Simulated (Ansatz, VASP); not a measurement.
# One calculation of HfSeS4, two programs

The input INCAR:

```
PREC = Accurate
ENCUT = 600
EDIFF = 1E-6
ISMEAR = 0
SIGMA = 0.1
LREAL = False
LASPH = True
NELM = 80
ALGO = Normal
ISIF = 3
LWAVE = False
LCHARG = False
GGA = PE
IBRION = 2
NSW = 90
EDIFFG = -0.04
```

KPOINTS

```
Automatic mesh
0
Gamma
  4 4 4
```

The input POSCAR:

```
HfSeS4
1.0
    0.0000000000      4.0606563200      4.0606563200
    4.0606563200      0.0000000000      4.0606563200
    4.0606563200      4.0606563200      0.0000000000
Hf Se S
1 1 4
Direct
    0.7500000000      0.7500000000      0.7500000000
    0.0000000000      0.0000000000      0.0000000000
    0.8765038300      0.3744987200      0.3744987200
    0.3744987200      0.3744987200      0.3744987200
    0.3744987200      0.8765038300      0.3744987200
    0.3744987200      0.3744987200      0.8765038300
```

Input for Ansatz:

```yaml
crystal:
  lattice:
    - [0.0, 4.06065632, 4.06065632]
    - [4.06065632, 0.0, 4.06065632]
    - [4.06065632, 4.06065632, 0.0]
  atoms:
    - { symbol: Hf, position: [0.75, 0.75, 0.75] }
    - { symbol: Se, position: [0.0, 0.0, 0.0] }
    - { symbol: S, position: [0.87650383, 0.37449872, 0.37449872] }
    - { symbol: S, position: [0.37449872, 0.37449872, 0.37449872] }
    - { symbol: S, position: [0.37449872, 0.87650383, 0.37449872] }
    - { symbol: S, position: [0.37449872, 0.37449872, 0.87650383] }
basis:
  ecutwfc: 420
kpoints:
  mp_grid: { grid: [4, 4, 4] }
hamiltonian:
  xc: pbe
scf:
  occupations: { method: gaussian, width: 0.1 }
  lower_state_search: "off"
output:
  forces: true
  stress: true
  eigenvalues: true
relax:
  adjacent_minimum: "off"
  f_tol: 0.04
  max_steps: 70
  cell: { stress_tol: 0.4 }
```

Change from the starting cell: species swapped into the ZrCu4Ag type (F-43m, No. 216).

Alike in both runs: task relaxation of cell and atoms; functional PBE; k mesh 4 × 4 × 4; occupations gaussian, width 0.1 eV; no spin polarisation.

|  | VASP | Ansatz |
| --- | --- | --- |
| version | VASP 6.6.1 | Ansatz 0.2.0 |
| potentials or method | VASP PAW PBE potentials, release 64 (Hf_pv, Se, S), cutoff 600 eV | scalar-relativistic, plane waves, PAW |
| valence electrons in the cell | 40 | 66 |

Ansatz gave:

```
gap on the k mesh at the Fermi level, each at its own relaxed structure (eV) : none
relaxed volume (Å³/atom)                                                     : 17.11
relaxed cell length with the largest relative difference (Å)                 : 5.255
```

Q: Which values does VASP return?

A: gap on the k mesh at the Fermi level, each at its own relaxed structure (eV): none; relaxed volume (Å³/atom): 17.12; relaxed cell length with the largest relative difference (Å): 5.257.

A gap of «none» marks a metal or a gap that the smearing closes. VASP's potentials hold 40 valence electrons a cell and Ansatz's 66, so a difference there can come from the potentials and not from the codes.

Neither program's run includes spin-orbit coupling. Noted on VASP's run: the volume moved by over 15 % at a fixed basis, so the end points are rough.
